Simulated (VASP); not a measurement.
A run of VASP 6.6.1 is set up as follows.

File INCAR:

```
  PREC = Accurate
  ENCUT = 520
  EDIFF = 1E-6
  ISMEAR = 0
  SIGMA = 0.15
  LREAL = False
  LASPH = True
  NELM = 100
  ALGO = Normal
  ISIF = 2
  LWAVE = False
  LCHARG = False
  NBANDS = 22
```

The input KPOINTS:

```
regular mesh
0
Gamma
  11 11 6
```

The input POSCAR:

```
Rh
1.0
    2.7309790000      0.0000000000      0.0000000000
   -1.3654895000      2.3650971912      0.0000000000
    0.0000000000      0.0000000000      4.4284890000
Rh
2
Direct
    0.6666666667      0.3333333333      0.7500000000
    0.3333333333      0.6666666667      0.2500000000
```

Potentials or basis: VASP PAW LDA potentials, release 64 (Rh_pv).

The run is started by

```bash
$ cat potpaw_LDA.64/Rh_pv/POTCAR > POTCAR
$ mpirun -np 1 vasp_std > vasp.out
```

Question: Predict the pressure.

Answer: -18.6 GPa.

Question: Predict the band gap on the k mesh.

Answer: Zero (band 15 reaches 11.66 eV, above the bottom of band 16 at 9.44 eV).

Stress tensor (GPa, compression positive):
```
-18.12   0.00   0.00
  0.00 -18.12   0.00
  0.00   0.00 -19.69
```
